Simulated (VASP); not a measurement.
# BeAl15HN16 (a cell with a defect) in VASP: electric field gradients with HSE06

Aim: the electric field gradients of BeAl15HN16 (a cell with a defect) with HSE06.

Program: VASP 6.6.1. These are calculated values, not measurements. Logs are shortened: lines on timing, memory, paths and dates and some standing lists are left out, and cuts for length are marked.

### 1 The cell of the first run

The cell holds a defect, 33 atoms: a = 6.260 Å, b = 6.260 Å, c = 10.035 Å, α = 90.00°, β = 90.00°, γ = 120.00°.

### 2 Electric field gradients, HSE06, collinear spin

POSCAR

```
BeAl15HN16
1.0
    6.2595139128      0.0000000578      0.0000000000
   -3.1297570064      5.4208980350      0.0000000000
    0.0000000000      0.0000000000     10.0348065929
Al Be N H
15 1 16 1
Direct
    0.3325390676      0.1683729846      0.2569657944
    0.3299243013      0.1710459785      0.7470723124
    0.1650445732      0.3358993095      1.0018462426
    0.3319093499      0.6692963003      0.2567052267
    0.1655558387      0.8362892221      0.5010642040
    0.3295589138      0.6641853213      0.7468855355
    0.1657412414      0.8364070713      1.0000030898
    0.8316912387      0.1691156652      0.2567415083
    0.6645900594      0.3353729230      0.5010549319
    0.8367192111      0.1713449228      0.7468551005
    0.6645469593      0.3351819804      0.9999756037
    0.8318185308      0.6691751152      0.2509152388
    0.6644219617      0.8365424574      0.5011473567
    0.8318810707      0.6689900740      0.7502230302
    0.6646511043      0.8362877667      1.0001039250
    0.1668685813      0.3339623874      0.5075366305
    0.3240051496      0.1767852403      0.4469145744
    0.1666544748      0.3342848172      0.1908621632
    0.3303002647      0.1706161568      0.9391253071
    0.1666553887      0.3342277644      0.6865832358
    0.3226125144      0.6564903744      0.4468899391
    0.1632507973      0.8327721049      0.1888583566
    0.3301873193      0.6698344301      0.9391055267
    0.1656684599      0.8340488583      0.6916300351
    0.8445044811      0.1784194768      0.4469421353
    0.6680317207      0.3376405804      0.1888547865
    0.8310517349      0.1706402881      0.9390869830
    0.6668550589      0.3351878083      0.6916136339
    0.8302183515      0.6706782934      0.4405740723
    0.6677902623      0.8333100859      0.1891241914
    0.8304934088      0.6703380396      0.9398988424
    0.6666990001      0.8341204220      0.6915806783
    0.5013453543     -0.0001728643      0.3452565642
```

INCAR.step1

```
  ALGO = Normal
  EDIFF = 1E-5
  ENCUT = 520
  GGA = PE
  GGA_COMPAT = F
  ISIF = 2
  ISMEAR = -1
  ISPIN = 2
  ISYM = -1
  LASPH = T
  LCHARG = F
  LORBIT = 11
  LREAL = Auto
  LWAVE = T
  MAGMOM = 0 0 0 0 0 0 0 0 0 0 0 0 0 0 0 0.02 0.07 0 0 0.01 0.11 0.04 0 0 0.11 0.05 0 0 0 0.03 0 0 0.48
  NBANDS = 90
  NELECT = 129.0
  NELM = 200
  NUPDOWN = 1.0
  PREC = Accurate
  SIGMA = 0.01
```

INCAR.step2

```
  ALGO = Normal
  EDIFF = 1E-8
  ENCUT = 520
  GGA = PE
  GGA_COMPAT = F
  HFSCREEN = 0.2079
  ISIF = 2
  ISMEAR = -1
  ISPIN = 2
  ISTART = 1
  ISYM = -1
  LASPH = T
  LCHARG = F
  LEFG = T
  LHFCALC = T
  LORBIT = 11
  LREAL = Auto
  LWAVE = F
  MAGMOM = 0 0 0 0 0 0 0 0 0 0 0 0 0 0 0 0.02 0.07 0 0 0.01 0.11 0.04 0 0 0.11 0.05 0 0 0 0.03 0 0 0.48
  NBANDS = 90
  NELECT = 129.0
  NELM = 200
  NUPDOWN = 1.0
  PREC = Accurate
  PRECFOCK = Fast
  SIGMA = 0.01
```

KPOINTS

```
explicit points
1
Reciprocal
  0.25000000   0.25000000   0.25000000 1
```

Potentials or basis: VASP PAW PBE potentials, release 64 (Al, Be, N, H).

Command:

```console
$ cat potpaw_PBE.64/Al/POTCAR potpaw_PBE.64/Be/POTCAR potpaw_PBE.64/N/POTCAR potpaw_PBE.64/H/POTCAR > POTCAR
$ cp INCAR.step1 INCAR
$ mpirun -np 1 vasp_std > vasp.out
$ cp INCAR.step2 INCAR
$ mpirun -np 1 vasp_std > vasp.out
```

OUTCAR:

```text
EDIFF = 1E-8
   ENCUT = 520
   GGA = PE
   HFSCREEN = 0.2079
   ISIF = 2
   ISMEAR = -1
   ISPIN = 2
   ISTART = 1
   ISYM = -1
   LASPH = T
   LHFCALC = T
   LORBIT = 11
   LREAL = Auto
   NELECT = 129.0
   NELM = 200
   NUPDOWN = 1.0
   PREC = Accurate
   PRECFOCK = Fast

 ion  position               nearest neighbor table
   1  0.333  0.168  0.257-  17 1.91  18 1.92  26 1.94  22 1.94  33 2.03   9 3.04   5 3.04   4 3.12
                             8 3.12  12 3.13  12 3.13   8 3.14   4 3.14   3 3.14   7 3.14  11 3.14
   2  0.330  0.171  0.747-  20 1.87  28 1.91  24 1.91  19 1.93   9 3.06   5 3.06   6 3.09  10 3.09
                             3 3.12  11 3.12   7 3.12  14 3.13  14 3.13  10 3.17   6 3.17
   3  0.165  0.336  0.002-  18 1.90  19 1.90  23 1.92  27 1.92   6 3.12  10 3.12   2 3.12   7 3.13
                            11 3.13  15 3.13  15 3.13  11 3.13   7 3.13   4 3.13   8 3.13   1 3.14
   4  0.332  0.669  0.257-  21 1.91  22 1.92  18 1.93  30 1.94  33 2.00  13 3.04   5 3.05   1 3.12
                             8 3.13  12 3.13  12 3.13   8 3.13   3 3.13   1 3.14  15 3.14   7 3.15
   5  0.166  0.836  0.501-  21 1.91  24 1.91  29 1.92  17 1.93   1 3.04   4 3.05   2 3.06   6 3.07
                            14 3.09  12 3.09  13 3.12   9 3.12   9 3.14  13 3.14
   6  0.330  0.664  0.747-  20 1.89  24 1.89  32 1.91  23 1.93  13 3.06   5 3.07  10 3.08   2 3.09
                             3 3.12  15 3.12   7 3.13  14 3.13  14 3.13   2 3.17  10 3.17
   7  0.166  0.836  0.000-  22 1.90  23 1.90  19 1.91  31 1.91  14 3.09  12 3.10   2 3.12  11 3.12
                            15 3.12   6 3.13   3 3.13   3 3.13  15 3.14  11 3.14   1 3.14   4 3.15
   8  0.832  0.169  0.257-  25 1.91  26 1.93  18 1.93  30 1.94  33 2.00  13 3.04   9 3.05   1 3.12
                             4 3.13  12 3.13  12 3.13   4 3.13   3 3.13   1 3.14  15 3.14  11 3.15
   9  0.665  0.335  0.501-  25 1.91  28 1.91  29 1.92  17 1.93   1 3.04   8 3.05   2 3.06  10 3.07
[... 15 lines left out ...]
  18  0.167  0.334  0.191-   3 1.90   1 1.92   8 1.93   4 1.93
  19  0.330  0.171  0.939-   3 1.90   7 1.91  11 1.91   2 1.93
  20  0.167  0.334  0.687-  16 1.80   2 1.87  10 1.89   6 1.89
  21  0.323  0.656  0.447-  16 1.85   5 1.91   4 1.91  13 1.93
[... 9 lines left out ...]
  31  0.830  0.670  0.940-  15 1.90  14 1.90  11 1.91   7 1.91
  32  0.667  0.834  0.692-  14 1.88   6 1.91  10 1.91  13 1.91
  33  0.501  1.000  0.345-   8 2.00   4 2.00   1 2.03

IMPORTANT INFORMATION: All symmetrisations will be switched off!
NOSYMM: (Re-)initialisation of all symmetry stuff for point group C_1.

----------------------------------------------------------------------------------------

                                     Primitive cell

  volume of cell :     340.5029

  direct lattice vectors                    reciprocal lattice vectors
     6.259513913  0.000000058  0.000000000     0.159756813  0.092235641  0.000000000
    -3.129757006  5.420898035  0.000000000    -0.000000002  0.184471279  0.000000000
     0.000000000  0.000000000 10.034806593     0.000000000  0.000000000  0.099653141

  length of vectors
     6.259513913  6.259513913 10.034806593     0.184471279  0.184471279  0.099653141

  position of ions in fractional coordinates (direct lattice)
     0.332539068  0.168372985  0.256965794
     0.329924301  0.171045978  0.747072312
     0.165044573  0.335899310  0.001846243
     0.331909350  0.669296300  0.256705227
     0.165555839  0.836289222  0.501064204
     0.329558914  0.664185321  0.746885535
[... 25 lines left out ...]
     0.666699000  0.834120422  0.691580678
     0.501345354  0.999827136  0.345256564

  ion indices of the primitive-cell ions
   primitive index   ion index
                 1           1
                 2           2
                 3           3
                 4           4
                 5           5
                 6           6
[... 25 lines left out ...]
                32          32
                33          33

----------------------------------------------------------------------------------------

 KPOINTS: explicit points

Read explicit list of k-points.

 Found      1 k-points:

 Following reciprocal coordinates:
            Coordinates               Weight
  0.250000  0.250000  0.250000      1.000000
[... 70 lines left out ...]
  free energy    TOTEN  =      -275.34891549 eV

  energy without entropy =     -275.34891549  energy(sigma->0) =     -275.34891549

 E-fermi :   4.8153     XC(G=0):  -8.9628

 val. band max:        5.8667630117   @ k =   0.2500   0.2500   0.2500
 cond. band min:       8.4399721303   @ k =   0.2500   0.2500   0.2500
 fundamental gap:      2.5732091186
 Fermi energy:         6.1793557216

 spin component 1

 k-point     1 :       0.2500    0.2500    0.2500
  band No.  band energies     occupation
      1     -11.1847      1.00000
      2     -10.7164      1.00000
      3     -10.5681      1.00000
      4     -10.4508      1.00000
      5     -10.1789      1.00000
      6     -10.0095      1.00000
[... 68 lines left out ...]
     75      13.2162      0.00000
     76      13.5034      0.00000
 Fermi energy:         4.8153449368

 spin component 2

 k-point     1 :       0.2500    0.2500    0.2500
  band No.  band energies     occupation
      1     -11.1517      1.00000
      2     -10.6646      1.00000
      3     -10.5328      1.00000
      4     -10.4294      1.00000
      5     -10.1254      1.00000
      6      -9.9677      1.00000
[... 68 lines left out ...]
     75      13.2425      0.00000
     76      13.5390      0.00000
 [bands above 76 left out]

------------------------ aborting loop because EDIFF is reached ----------------------------------------

  FORCE on cell =-STRESS in cart. coord.  units (eV):
  Direction    XX          YY          ZZ          XY          YZ          ZX
  --------------------------------------------------------------------------------------
  -------------------------------------------------------------------------------------
  Total       -5.9978784    -16.0781412      1.9667138     -8.7474612      0.1783937      0.1672650
  in kB      -28.2219736    -75.6528972      9.2540296    -41.1596574      0.8394006      0.7870364
  external PRESSURE =     -31.5402804 kB  Pullay stress =       0.0000000 kB

 VOLUME and BASIS-vectors are now :
 -----------------------------------------------------------------------------
  energy-cutoff  :      520.00
  volume of cell :      340.50
      direct lattice vectors                 reciprocal lattice vectors
     6.259513913  0.000000058  0.000000000     0.159756813  0.092235641  0.000000000
    -3.129757006  5.420898035  0.000000000    -0.000000002  0.184471279  0.000000000
     0.000000000  0.000000000 10.034806593     0.000000000  0.000000000  0.099653141

 POSITION                                       TOTAL-FORCE (eV/Angst)
 -----------------------------------------------------------------------------------
      1.55457      0.91273      2.57860        -0.119136      0.067985     -0.009883
      1.52983      0.92722      7.49673        -0.016874      0.009639     -0.006603
     -0.01818      1.82088      0.01853         0.007990     -0.004670      0.017204
     -0.01714      3.62819      2.57599        -0.010350     -0.104928     -0.008351
     -1.58108      4.53344      5.02808        -0.028589     -0.026766      0.063168
     -0.01586      3.60048      7.49485        -0.010846     -0.006570     -0.004488
[... 25 lines left out ...]
      1.56262      4.52168      6.93988         0.008753     -0.003841     -0.013237
      0.00896      5.41996      3.46458         0.016859     -0.012168      0.103023
 -----------------------------------------------------------------------------------
    total drift:                               -0.012237     -0.000030      0.039405

  FREE ENERGIE OF THE ION-ELECTRON SYSTEM (eV)
  ---------------------------------------------------
  free  energy   TOTEN  =      -275.3489154897 eV

  energy  without entropy=     -275.3489154896  energy(sigma->0) =     -275.34891549

 Electric field gradients (V/A^2)
---------------------------------------------------------------------
 ion       V_xx      V_yy      V_zz      V_xy      V_xz      V_yz
---------------------------------------------------------------------
   1       0.859     9.840   -10.700     7.687     2.129    -1.152
   2     -10.739     2.006     8.734    10.915    -0.974     0.583
   3      -1.351     6.406    -5.054     6.804    -2.488     1.460
   4       3.128     6.390    -9.518     6.313     2.426    -2.226
   5      -3.889     0.386     3.504    10.080    -3.482     0.677
   6      -4.322    -4.458     8.780     7.177     2.478    -4.714
[... 25 lines left out ...]
  32       0.135    10.393   -10.528     8.865     0.708    -0.219
  33       0.600     0.762    -1.362     0.148    -0.343     0.197
---------------------------------------------------------------------

 Electric field gradients after diagonalization (V/A^2)
 (convention: |V_zz| > |V_xx| > |V_yy|)
----------------------------------------------------------------------
 ion       V_xx      V_yy      V_zz     asymmetry (V_yy - V_xx)/ V_zz
----------------------------------------------------------------------
   1     -11.442    -2.811    14.253       0.606
   2       8.784     8.272   -17.056       0.030
   3      -8.067    -2.292    10.359       0.557
   4     -10.723    -0.561    11.283       0.901
   5       9.094     3.574   -12.667       0.436
   6      10.290     2.489   -12.779       0.610
[... 25 lines left out ...]
  32     -10.621    -4.885    15.507       0.370
  33       0.850     0.593    -1.442       0.178
----------------------------------------------------------------------

           NMR quadrupolar parameters

 Cq : quadrupolar parameter    Cq=e*Q*V_zz/h
 eta: asymmetry parameters     (V_yy - V_xx)/ V_zz
 Q  : nuclear electric quadrupole moment in mb (millibarn)
----------------------------------------------------------------------
 ion       Cq(MHz)       eta       Q (mb)
----------------------------------------------------------------------
   1       0.034       0.606       1.000
   2      -0.041       0.030       1.000
   3       0.025       0.557       1.000
   4       0.027       0.901       1.000
   5      -0.031       0.436       1.000
   6      -0.031       0.610       1.000
[... 25 lines left out ...]
  32       0.037       0.370       1.000
  33      -0.003       0.178       1.000
----------------------------------------------------------------------

 total charge

# of ion       s       p       d       tot
------------------------------------------
    1        0.422   0.435   0.000   0.858
    2        0.431   0.449   0.000   0.880
    3        0.430   0.448   0.000   0.877
    4        0.422   0.436   0.000   0.858
    5        0.431   0.443   0.000   0.874
    6        0.431   0.448   0.000   0.878
[... 25 lines left out ...]
   32        1.232   2.628   0.000   3.859
   33        0.488   0.014   0.000   0.502
--------------------------------------------------
tot         27.025  49.054   0.000  76.079

 magnetization (x)

# of ion       s       p       d       tot
------------------------------------------
    1       -0.001  -0.002   0.000  -0.003
    2       -0.000  -0.000   0.000  -0.000
    3       -0.000  -0.000   0.000  -0.000
    4       -0.002  -0.002   0.000  -0.004
    5       -0.000  -0.000   0.000  -0.001
    6        0.000   0.000   0.000   0.000
[... 25 lines left out ...]
   32       -0.000  -0.001   0.000  -0.001
   33        0.268   0.002   0.000   0.270
--------------------------------------------------
tot          0.282   0.380   0.000   0.662
```

Wall time 8.2 min (1 thread of AMD EPYC 9R45 (Zen 5), shared host); peak memory 0.75 GiB.

Results:

```
Free energy                                           : -275.3489 eV
Largest force                                         : 0.295 eV/Å
Net moment                                            : 1.00 μB per cell
Site moments                                          : Al -0.00, +0.00 (each value once); Be +0.04; N +0.06, +0.00, -0.00, +0.01, +0.09, +0.04, +0.03 (each value once); H +0.27 μB
Largest electric field gradient by atom               : Al +14.3, -17.1, +10.4, +11.3, -12.7, -12.8, +9.2, -8.6, -6.7, -9.8, -8.9 (each value once); Be +2.4; N +14.2, +17.8, +16.5, +17.0, +21.1, +14.9, +16.6, +17.2, +21.2, +14.8, +18.0, +16.8, +15.5 (each value once); H -1.4 V/Å²
Valence electrons inside the program's atomic spheres : Al 0.86, 0.88, 0.87, 0.89 (each value once); Be 1.03; N 3.80, 3.84, 3.85, 3.86 (each value once); H 0.50
```

Forces on the atoms (eV/Å):
```
Al  -0.119  0.068 -0.010
Al  -0.017  0.010 -0.007
Al   0.008 -0.005  0.017
Al  -0.010 -0.105 -0.008
Al  -0.029 -0.027  0.063
Al  -0.011 -0.007 -0.004
Al   0.003 -0.011  0.012
Al   0.087  0.062 -0.010
Al   0.008  0.038  0.064
Al   0.001  0.012 -0.003
Al   0.010  0.001  0.013
Al  -0.005  0.002  0.018
Al   0.040 -0.025  0.064
Al  -0.004  0.002  0.012
Al   0.011 -0.009  0.012
Be   0.007 -0.004 -0.004
N    0.194 -0.111 -0.150
N    0.007 -0.003 -0.032
N   -0.006  0.004  0.004
N    0.006 -0.004  0.169
N   -0.006  0.249 -0.159
N    0.039  0.019  0.031
N   -0.003  0.004  0.003
N    0.004 -0.003 -0.013
N   -0.217 -0.120 -0.160
N    0.006 -0.043  0.032
N   -0.004  0.003  0.003
N    0.004 -0.001 -0.013
N   -0.003  0.002 -0.043
N   -0.021  0.012  0.019
N   -0.006  0.005 -0.010
N    0.009 -0.004 -0.013
H    0.017 -0.012  0.103
```

Electric field gradients, principal values (V/Å²):
```tsv
atom	least	middle	greatest (by size)
1 Al	-2.811	-11.442	14.253
2 Al	8.272	8.784	-17.056
3 Al	-2.292	-8.067	10.359
4 Al	-0.561	-10.723	11.283
5 Al	3.574	9.094	-12.667
6 Al	2.489	10.290	-12.779
7 Al	-1.220	-7.988	9.208
8 Al	-0.569	-10.723	11.292
9 Al	3.570	9.087	-12.657
10 Al	2.487	10.352	-12.839
11 Al	-1.210	-7.972	9.182
12 Al	0.137	8.470	-8.607
13 Al	2.606	4.072	-6.678
14 Al	2.752	7.068	-9.819
15 Al	0.422	8.431	-8.853
16 Be	-1.050	-1.323	2.373
17 N	-2.249	-11.932	14.181
18 N	-5.854	-11.940	17.794
19 N	-6.222	-10.327	16.549
20 N	-6.529	-10.509	17.037
21 N	-8.635	-12.447	21.082
22 N	-6.525	-8.358	14.884
23 N	-6.413	-10.193	16.606
24 N	-6.493	-10.683	17.176
25 N	-8.920	-12.310	21.230
26 N	-6.547	-8.301	14.849
27 N	-6.426	-10.183	16.609
28 N	-6.473	-10.683	17.156
29 N	-6.573	-8.183	14.757
30 N	-8.024	-9.957	17.981
31 N	-5.740	-11.046	16.786
32 N	-4.885	-10.621	15.507
33 H	0.593	0.850	-1.442
```

Caveat: the cell carries a net charge on a neutralising background, which shifts energy and pressure; the cell is charged against a uniform background, so pressure and absolute levels hang on convention; without QUAD_EFG the Cq values of the log hold for a quadrupole moment of 1 mb, not for the nuclei; the PAW data sets were made with another functional, which shifts forces and pressure a little; the total moment is fixed, so each spin has its own Fermi level and the state may be an excited one.
